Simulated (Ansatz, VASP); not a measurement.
## One calculation of Mg2Cd3S5, two programs

```
CELL_PARAMETERS angstrom
-1.90992 1.90992 13.50776
1.90992 -1.90992 13.50776
1.90992 1.90992 -13.50776
ATOMIC_POSITIONS crystal
Mg 0.79834 0.79834 0.00000
Mg 0.20166 0.20166 0.00000
Cd 0.39750 0.39750 0.00000
Cd 0.00000 0.00000 0.00000
Cd 0.60250 0.60250 0.00000
S 0.89632 0.89632 0.00000
S 0.50000 0.50000 0.00000
S 0.10368 0.10368 0.00000
S 0.70291 0.70291 0.00000
S 0.29709 0.29709 0.00000
```

Alike in both runs: functional PBE; k mesh 6 × 6 × 6; occupations gaussian, width 0.1 eV; no spin polarisation.

Ansatz relaxed the structure, and its values are those at the end. VASP's run is a single point on that final structure, the one shown.

```csv
,VASP,Ansatz
version,VASP 6.6.1,Ansatz 0.2.0
potentials or method,"VASP PAW PBE potentials, release 64 (Mg, Cd, S), cutoff 520 eV","scalar-relativistic, plane waves, PAW"
valence electrons in the cell,70,110
```

VASP gave:

```
gap on the k mesh at the Fermi level (eV) : 0.72
least direct gap on the mesh (eV)         : 1.23
pressure (GPa)                            : 0.2
rms of the force components (eV/Å)        : 0.008
```

Question: What did Ansatz give for the same quantities?

Answer: gap on the k mesh at the Fermi level (eV): 0.73; least direct gap on the mesh (eV): 1.25; pressure (GPa): 0.0; rms of the force components (eV/Å): 0.004.

VASP's potentials hold 70 valence electrons a cell and Ansatz's 110, so a difference there can come from the potentials and not from the codes.
